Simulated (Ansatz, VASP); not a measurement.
# Two plane-wave programs on ScInS3

```
CELL_PARAMETERS angstrom
3.28287 1.89537 3.34503
-3.28287 1.89537 3.34503
0.00000 -3.79073 3.34503
ATOMIC_POSITIONS crystal
Sc 0.50000 0.50000 0.50000
In 0.00000 0.00000 0.00000
S 0.50000 0.13183 0.86817
S 0.13183 0.86817 0.50000
S 0.86817 0.50000 0.13183
```

Change from the starting cell: species swapped into the CsPbCl3 type (R32, No. 155).

Alike in both runs: functional PBE; k mesh 6 × 6 × 6; occupations gaussian, width 0.1 eV; no spin polarisation.

Ansatz relaxed the structure, and its values are those at the end. VASP's run is a single point on that final structure, the one shown.

```csv
,VASP,Ansatz
version,VASP 6.6.1,Ansatz 0.2.0
potentials or method,"VASP PAW PBE potentials, release 64 (Sc_sv, In_d, S), cutoff 520 eV","scalar-relativistic, plane waves, PAW"
valence electrons in the cell,42,42
```

|  | VASP | Ansatz | Ansatz less VASP |
| --- | --- | --- | --- |
| gap on the k mesh at the Fermi level (eV) | none | none | - |
| pressure (GPa) | 0.2 | 0.2 | -0.04 |
| rms of the force components (eV/Å) | 0.010 | 0.002 | -0.0082 |

A gap of «none» marks a metal or a gap that the smearing closes.
